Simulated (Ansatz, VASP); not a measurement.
Given: the input of a run of Ansatz 0.2.0 on Tl.

The input input.yaml:

```yaml
crystal:
  lattice:
    - [3.456, 0.0, 0.0]
    - [-1.728, 2.9929837955, 0.0]
    - [0.0, 0.0, 5.525]
  atoms:
    - { symbol: Tl, position: [0.667496, 0.319638, 0.741252] }
    - { symbol: Tl, position: [0.329032, 0.662754, 0.242871] }
hamiltonian:
  xc: pbesol
  pseudopotentials: { kind: paw }
kpoints:
  mp_grid: { grid: [9, 9, 5] }
scf:
  occupations: { method: fermi_dirac, width: 0.05 }
output:
  forces: true
  stress: true
  eigenvalues: true
```

Potentials or basis: Ansatz PAW.

Command:

```sh
$ ansatz run input.yaml --threads 1 --pin off --max-ram 3584MiB --backend cpu --events-out ev --progress --plain --runs-dir out
```

Question: Translate it to VASP 6.6.1. Potentials there: VASP PAW PBE potentials, release 64 (Tl_d).

Answer: As run (the cutoff follows the program's own potentials):

INCAR

```
  PREC = Accurate
  ENCUT = 520
  EDIFF = 1E-7
  ISMEAR = -1
  SIGMA = 0.05
  LREAL = False
  LASPH = True
  NELM = 100
  ALGO = Fast
  ISIF = 2
  LWAVE = False
  LCHARG = True
  GGA = PS
  LELF = True
  LVHAR = True
  NBANDS = 20
```

The input KPOINTS:

```
Automatic mesh
0
Gamma
  9 9 5
```

File POSCAR:

```
Tl
1.0
    3.4560000000      0.0000000000      0.0000000000
   -1.7280000000      2.9929837955      0.0000000000
    0.0000000000      0.0000000000      5.5250000000
Tl
2
Direct
    0.6674960000      0.3196380000      0.7412520000
    0.3290320000      0.6627540000      0.2428710000
```

Potentials or basis: VASP PAW PBE potentials, release 64 (Tl_d).

Launch:

```console
$ cat potpaw_PBE.64/Tl_d/POTCAR > POTCAR
$ mpirun -np 1 vasp_std > vasp.out
```

Both were run:

|  | VASP | Ansatz | Ansatz less VASP |
| --- | --- | --- | --- |
| gap on the k mesh at the Fermi level (eV) | none | none | - |
| pressure (GPa) | 0.2 | 0.2 | +0.06 |
| traceless stress, the component that is largest in VASP (GPa) | 0.86 | 0.86 | +0.006 |
| rms of the force components (eV/Å) | 0.015 | 0.015 | 0.0000 |

VASP's potentials were made for PBE, not for PBEsol. Atom by atom the forces differ by 0.000 eV/Å (rms over components). A gap of «none» marks a metal or a gap that the smearing closes.

Spin-orbit coupling is off throughout.
